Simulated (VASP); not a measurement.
# HfN (WC type) (P-6m2) in VASP: relaxation of shape and atoms at fixed volume with PBE

Aim: the relaxation of shape and atoms at fixed volume of HfN (WC type) with PBE.

All numbers are computed with VASP 6.6.1; they aren't measurements. Logs are shortened: lines on timing, memory, paths and dates and some standing lists are left out, and cuts for length are marked.

### Step 1. The cell of the first run

The structure is hexagonal, space group P-6m2 (No. 187). Conventional cell: a = 2.541 Å, b = 2.541 Å, c = 2.385 Å, α = 90.00°, β = 90.00°, γ = 120.00°. Hf (site symmetry -6m2) has 6 N at 1.89 Å and 8 Hf at 2.39 to 2.54 Å within 2.6 Å. N (site symmetry -6m2) has 6 Hf at 1.89 Å and 8 N at 2.39 to 2.54 Å within 2.6 Å.

### Step 2. Relaxation of shape and atoms at fixed volume, PBE

INCAR

```
PREC = Accurate
ENCUT = 600
EDIFF = 1E-6
ISMEAR = -1
SIGMA = 0.1
LREAL = F
LASPH = T
NELM = 60
ALGO = Normal
ISIF = 4
LWAVE = F
LCHARG = F
GGA = PE
IBRION = 2
NSW = 50
EDIFFG = -0.005
```

KPOINTS

```
Automatic mesh
0
Gamma
  16 16 14
```

POSCAR

```
HfN
1.0
    2.5409553808      0.0000000000      0.0000000000
   -1.2704776904      2.2005319097      0.0000000000
    0.0000000000      0.0000000000      2.3850676176
Hf N
1 1
Direct
    0.0000000000      0.0000000000      0.0000000000
    0.3333333333      0.6666666667      0.5000000000
```

Potentials or basis: VASP PAW PBE potentials, release 64 (Hf_pv, N).

Started as:

```
> cat potpaw_PBE.64/Hf_pv/POTCAR potpaw_PBE.64/N/POTCAR > POTCAR
> mpirun -np 1 vasp_std > vasp.out
```

OUTCAR:

```text
PREC = Accurate
   ENCUT = 600
   EDIFF = 1E-6
   ISMEAR = -1
   LREAL = F
   LASPH = T
   NELM = 60
   ISIF = 4
   GGA = PE
   IBRION = 2
   NSW = 50
   EDIFFG = -0.005

 ion  position               nearest neighbor table
   1  0.000  0.000  0.000-   2 1.89   2 1.89   2 1.89   2 1.89   2 1.89   2 1.89
   2  0.333  0.667  0.500-   1 1.89   1 1.89   1 1.89   1 1.89   1 1.89   1 1.89

  LATTYP: Found a hexagonal cell.
 ALAT       =     2.5409553808
 C/A-ratio  =     0.9386499407

  Lattice vectors:

 A1 = (   2.5409553808,   0.0000000000,   0.0000000000)
 A2 = (  -1.2704776904,   2.2005319097,   0.0000000000)
 A3 = (   0.0000000000,   0.0000000000,   2.3850676176)

Analysis of symmetry for initial positions (statically):
=====================================================================
 Subroutine PRICEL returns:
 Original cell was already a primitive cell.

 Routine SETGRP: Setting up the symmetry group for a
 hexagonal supercell.

 Subroutine GETGRP returns: Found 12 space group operations
 (whereof 12 operations were pure point group operations)
 out of a pool of 24 trial point group operations.

The static configuration has the point symmetry D_3h.

Analysis of symmetry for dynamics (positions and initial velocities):
=====================================================================
 Subroutine PRICEL returns:
 Original cell was already a primitive cell.

 Routine SETGRP: Setting up the symmetry group for a
 hexagonal supercell.

 Subroutine GETGRP returns: Found 12 space group operations
 (whereof 12 operations were pure point group operations)
 out of a pool of 24 trial point group operations.

The dynamic configuration has the point symmetry D_3h.

 Subroutine INISYM returns: Found 12 space group operations
 (whereof 12 operations are pure point group operations),
 and found     1 'primitive' translations

----------------------------------------------------------------------------------------

                                     Primitive cell

  volume of cell :      13.3360

  direct lattice vectors                    reciprocal lattice vectors
     2.540955381  0.000000000  0.000000000     0.393552759  0.227217791  0.000000000
    -1.270477690  2.200531910  0.000000000     0.000000000  0.454435582  0.000000000
     0.000000000  0.000000000  2.385067618     0.000000000  0.000000000  0.419275325

  length of vectors
     2.540955381  2.540955381  2.385067618     0.454435582  0.454435582  0.419275325

  position of ions in fractional coordinates (direct lattice)
     0.000000000  0.000000000  0.000000000
     0.333333333  0.666666667  0.500000000

  ion indices of the primitive-cell ions
   primitive index   ion index
                 1           1
                 2           2

----------------------------------------------------------------------------------------

 KPOINTS: Automatic mesh

Automatic generation of k-mesh.
 Grid dimensions read from file:
 generate k-points for:   16   16   14

 Generating k-lattice:

  Cartesian coordinates                     Fractional coordinates (reciprocal lattice)
     0.024597047  0.014201112  0.000000000     0.062500000  0.000000000  0.000000000
     0.000000000  0.028402224  0.000000000     0.000000000  0.062500000  0.000000000
     0.000000000  0.000000000  0.029948237     0.000000000  0.000000000  0.071428571

  Length of vectors
     0.028402224  0.028402224  0.029948237

  Shift w.r.t. Gamma in fractional coordinates (k-lattice)
     0.000000000  0.000000000  0.000000000

 Subroutine IBZKPT returns following result:
 ===========================================

 Found    240 irreducible k-points:

 Following reciprocal coordinates:
            Coordinates               Weight
  0.000000  0.000000  0.000000      1.000000
  0.062500  0.000000  0.000000      6.000000
  0.125000  0.000000  0.000000      6.000000
  0.187500 -0.000000  0.000000      6.000000
  0.250000  0.000000  0.000000      6.000000
  0.312500 -0.000000  0.000000      6.000000
[... 16 lines left out ...]
  0.187500  0.187500  0.000000      6.000000
  0.250000  0.187500  0.000000     12.000000
 [... further k-points ...]
   k-points           NKPTS =    240   k-points in BZ     NKDIM =    240   number of bands    NBANDS=     11
   number of dos      NEDOS =    301   number of ions     NIONS =      2
   total plane-waves  NPLWV =   8000
   dimension x,y,z NGX =    20 NGY =   20 NGZ =   20
   dimension x,y,z NGXF=    40 NGYF=   40 NGZF=   40
   ions per type =               1   1
   NGX,Y,Z   is equivalent  to a cutoff of  13.09, 13.09, 13.94 a.u.
   NGXF,Y,Z  is equivalent  to a cutoff of  26.17, 26.17, 27.88 a.u.
 SYSTEM =  unknown system
   PREC   = accura    normal or accurate (medium, high low for compatibility)
   ISTART =      0    job   : 0-new  1-cont  2-samecut
   ICHARG =      2    charge: 1-file 2-atom 10-const
   ISPIN  =      1    spin polarized calculation?
   LNONCOLLINEAR =      F non collinear calculations
   LSORBIT =      F    spin-orbit coupling
   LASPH  =      T    aspherical Exc in radial PAW
   ENCUT  =  600.0 eV  44.10 Ry    6.64 a.u.   5.07  5.07  4.76*2*pi/ulx,y,z
   NELM   =     60;   NELMIN=  2; NELMDL= -5     # of ELM steps
   EDIFF  = 0.1E-05   stopping-criterion for ELM
   LREAL  =      F    real-space projection
   EDIFFG = -.5E-02   stopping-criterion for IOM
   NSW    =     50    number of steps for IOM
   IBRION =      2    ionic relax: 0-MD 1-quasi-New 2-CG
   NFREE  =      1    steps in history (QN), initial steepest desc. (CG)
   ISIF   =      4    stress and relaxation
   ISYM   =      2    0-nonsym 1-usesym 2-fastsym
   POTIM  = 0.5000    time-step for ionic-motion
   TEBEG  =    0.0;   TEEND  =   0.0 temperature during run
   PSTRESS=    0.0 pullay stress
   NELECT =      15.0000    total number of electrons
   NUPDOWN=      -1.0000    fix difference up-down
   EMIN   =  10.00;   EMAX   =-10.00  energy-range for DOS
   EFERMI =   0.00;   METHOD = LEGACY
   ISMEAR =    -1;   SIGMA  =   0.10  broadening in eV -4-tet -1-fermi 0-gaus
   EFERMI_NEDOS =   21; number of points for ismear=-14 and -15
   IALGO  =     38    algorithm
   IMIX   =      4    mixing-type and parameters
     AMIX     =   0.40;   BMIX     =  1.00
     AMIX_MAG =   1.60;   BMIX_MAG =  1.00
  volume/ion in A,a.u.               =       6.67        45.00
  Fermi-wavevector in a.u.,A,eV,Ry     =   1.702538  3.217330 39.438326  2.898635
  Thomas-Fermi vector in A             =   2.782289
   LORBIT       =      0    0 simple, 1 ext, 2 COOP (PROOUT), +10 PAW based schemes
   GGA     = PE    functional components
   LHFCALC =     F    Hartree Fock is set to
   AEXX    =    0.0000 exact exchange contribution
   IVDW    =     0    specifies the selected vdW correction
   LEPSILON=     F    determine dielectric tensor
   LRPA    =     F    only Hartree local field effects (RPA)
 conjugate gradient relaxation of ions
 non-spin polarized calculation
  energy-cutoff  :      600.00
  volume of cell :       13.34
 maximum number of plane-waves:       460
   NGX = 11   NGY = 11   NGZ =  9

--------------------------------------- Ionic step        1  -------------------------------------------

 number of electron      15.0000001 magnetization

 Free energy of the ion-electron system (eV)
  ---------------------------------------------------
  ext. energy  EPLUGINS =         0.00000000
  ---------------------------------------------------
  free energy    TOTEN  =       -11.39340183 eV

  energy without entropy =      -11.37368676  energy(sigma->0) =      -11.38354430

------------------------ aborting loop because EDIFF is reached ----------------------------------------

  FORCE on cell =-STRESS in cart. coord.  units (eV):
  Direction    XX          YY          ZZ          XY          YZ          ZX
  --------------------------------------------------------------------------------------
  -------------------------------------------------------------------------------------
  Total       36.8025771     36.8025771     44.4741974      0.0000000      0.0000000     -0.0000000
  in kB     4421.4366684   4421.4366686   5343.0999268      0.0000000      0.0000000     -0.0000000
  external PRESSURE =    4728.6577546 kB  Pullay stress =       0.0000000 kB
[... 89 lines left out ...]
  FREE ENERGIE OF THE ION-ELECTRON SYSTEM (eV)
  ---------------------------------------------------
  free  energy   TOTEN  =       -11.6022763460 eV

  energy  without entropy=      -11.5849138389  energy(sigma->0) =      -11.59359509

[... ionic steps 4 to 15 ...]

--------------------------------------- Ionic step       16  -------------------------------------------

 number of electron      14.9999998 magnetization

------------------------ aborting loop because EDIFF is reached ----------------------------------------

  FORCE on cell =-STRESS in cart. coord.  units (eV):
  Direction    XX          YY          ZZ          XY          YZ          ZX
  --------------------------------------------------------------------------------------
  -------------------------------------------------------------------------------------
  Total       38.2517808     38.2517808     38.2712507      0.0000000      0.0000000     -0.0000000
  in kB     4595.5430157   4595.5430184   4597.8821138      0.0000000      0.0000000     -0.0000000
  external PRESSURE =    4596.3227160 kB  Pullay stress =       0.0000000 kB
[... 57 lines left out ...]
  energy  without entropy=      -11.5848927711  energy(sigma->0) =      -11.59361655

--------------------------------------- Ionic step       18  -------------------------------------------

 number of electron      14.9999998 magnetization

 Free energy of the ion-electron system (eV)
  ---------------------------------------------------
  ext. energy  EPLUGINS =         0.00000000
  ---------------------------------------------------
  free energy    TOTEN  =       -11.60234080 eV

  energy without entropy =      -11.58489552  energy(sigma->0) =      -11.59361816

 E-fermi :  13.2723     XC(G=0): -15.8538

 val. band max:       13.2500881449   @ k =   0.1875   0.1250   0.2857
 cond. band min:      13.2755087372   @ k =   0.1250   0.0000   0.4286
 fundamental gap:      0.0254205923
 Fermi energy:        13.2722536223

 k-point     1 :       0.0000    0.0000    0.0000
  band No.  band energies     occupation
      1     -15.9655      2.00000
      2     -14.6765      2.00000
      3     -14.6765      2.00000
      4      -6.2874      2.00000
      5       7.9990      2.00000
      6       8.0458      2.00000
      7       8.0458      2.00000
      8      11.9873      1.99999
      9      20.5893      0.00000
     10      21.2579      0.00000
     11      21.2579      0.00000
[... 309 lines left out ...]
 k-point    24 :       0.2500    0.1875    0.0000
  band No.  band energies     occupation
      1     -19.7613      2.00000
      2     -16.9293      2.00000
      3     -14.8852      2.00000
      4      -1.5690      2.00000
      5       4.8829      2.00000
      6       6.9598      2.00000
      7       9.7827      2.00000
      8      12.3534      1.99980
      9      17.0538      0.00000
     10      18.3367      0.00000
     11      25.4852      0.00000

 [... further k-points ...]

------------------------ aborting loop because EDIFF is reached ----------------------------------------

  FORCE on cell =-STRESS in cart. coord.  units (eV):
  Direction    XX          YY          ZZ          XY          YZ          ZX
  --------------------------------------------------------------------------------------
  -------------------------------------------------------------------------------------
  Total       38.2521743     38.2521744     38.2668510      0.0000000      0.0000000     -0.0000000
  in kB     4595.5902932   4595.5902966   4597.3535405      0.0000000      0.0000000     -0.0000000
  external PRESSURE =    4596.1780434 kB  Pullay stress =       0.0000000 kB
[... 17 lines left out ...]
  FREE ENERGIE OF THE ION-ELECTRON SYSTEM (eV)
  ---------------------------------------------------
  free  energy   TOTEN  =       -11.6023407954 eV

  energy  without entropy=      -11.5848955203  energy(sigma->0) =      -11.59361816

 reached required accuracy - stopping structural energy minimisation
```

Run time: 4.2 min. Hardware: 1 thread of Intel Xeon 8259CL, shared host; peak memory 0.17 GiB.

What came out:

* Free energy: -11.6023 eV
* Energy gained by relaxing: 104.5 meV/atom
* Ionic steps: 18
* Pressure after relaxing: 459.6 GPa
* Band gap on the k mesh: zero (an odd number of electrons rules out a gap without spin polarisation)

The path:
```
step  energy change (eV)  largest force (eV/Å)  pressure (GPa)  volume (Å³)
   1              0.0000                0.0000          472.87        13.34
   2              0.1260                0.0000          443.12        13.34
   3             -0.2089                0.0000          459.38        13.34
   4             -0.2089                0.0000          459.64        13.34
   5             -0.2089                0.0000          459.64        13.34
   6             -0.2089                0.0000          459.64        13.34
   7             -0.2089                0.0000          459.64        13.34
   8             -0.2089                0.0000          459.64        13.34
   9             -0.2089                0.0000          459.64        13.34
  10             -0.2089                0.0000          459.64        13.34
  11             -0.2089                0.0000          459.64        13.34
  12             -0.2089                0.0000          459.64        13.34
  13             -0.2089                0.0000          459.64        13.34
  14             -0.2089                0.0000          459.64        13.34
  15             -0.2089                0.0000          459.63        13.34
  16             -0.2089                0.0000          459.63        13.34
  17             -0.2089                0.0000          459.63        13.34
  18             -0.2089                0.0000          459.62        13.34
```

Final structure:
```
Hf N
1.0
     2.47305    0.00000    0.00000
    -1.23653    2.14173    0.00000
     0.00000    0.00000    2.51784
Hf N
1 1
Direct
  0.00000 0.00000 0.00000
  0.33333 0.66667 0.50000
```

Caveat: spin-orbit coupling is left out, which moves the levels of the heavy elements.
